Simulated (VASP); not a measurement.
Wanted: the native input for a VASP 6.6.1 run.

- Task: single point
- Functional: HSE06
- Potentials or basis: VASP PAW PBE potentials, release 64 (Al, N)
- Cutoff: 520 eV
- k mesh: 6 × 6 × 4
- Occupations: gaussian, width 0.01 eV
- Spin: no spin polarisation
- Dipole correction: no
- Grid for exact exchange (PRECFOCK): Normal
- Further INCAR settings: ALGO = Normal; EDIFF = 1e-07; NBANDS = 16
- Share of exact exchange: 0.25
- Screening parameter: 0.2079 1/Å

The system is AlN.

```
CELL_PARAMETERS angstrom
3.10669 0.00000 0.00000
-1.55335 2.69048 0.00000
0.00000 0.00000 4.97859
ATOMIC_POSITIONS crystal
Al 0.33333 0.66667 0.99670
Al 0.66667 0.33333 0.49670
N 0.33333 0.66667 0.37830
N 0.66667 0.33333 0.87830
```

These files were run (other wordings do the same):

POSCAR

```
AlN
1.0
    3.1066937614      0.0000000000      0.0000000000
   -1.5533468807      2.6904757192      0.0000000000
    0.0000000000      0.0000000000      4.9785915477
Al N
2 2
Direct
    0.3333333333      0.6666666667     -0.0032954727
    0.6666666667      0.3333333333      0.4967045273
    0.3333333333      0.6666666667      0.3782954727
    0.6666666667      0.3333333333      0.8782954727
```

INCAR.step1

```
PREC = Accurate
ENCUT = 520
EDIFF = 1E-5
ISMEAR = 0
SIGMA = 0.01
LREAL = F
LASPH = T
NELM = 80
ALGO = Normal
ISIF = 2
LWAVE = T
LCHARG = F
NBANDS = 16
GGA = PE
```

INCAR.step2

```
PREC = Accurate
ENCUT = 520
EDIFF = 1E-7
ISMEAR = 0
SIGMA = 0.01
LREAL = F
LASPH = T
NELM = 80
ALGO = Normal
ISIF = 2
LWAVE = F
LCHARG = F
GGA = PE
LHFCALC = T
HFSCREEN = 0.2079
PRECFOCK = Normal
NBANDS = 16
ISTART = 1
```

KPOINTS

```
regular mesh
0
Gamma
  6 6 4
```

Potentials or basis: VASP PAW PBE potentials, release 64 (Al, N).

The run is started by

```bash
$ cat potpaw_PBE.64/Al/POTCAR potpaw_PBE.64/N/POTCAR > POTCAR
$ cp INCAR.step1 INCAR
$ mpirun -np 1 vasp_std > vasp.out
$ cp INCAR.step2 INCAR
$ mpirun -np 1 vasp_std > vasp.out
```

Results of the run:

```json
{
 "Pressure": "-0.8 GPa",
 "Largest force": "0.008 eV/Å",
 "Band gap on the k mesh": "5.59 eV"
}
```

Caveat: the PAW data sets were made with another functional, which shifts forces and pressure a little.

It took 17 min on 1 thread of Intel(R) Xeon(R) Platinum 8488C (Sapphire Rapids), with other jobs on the host, peak memory 0.26 GiB.
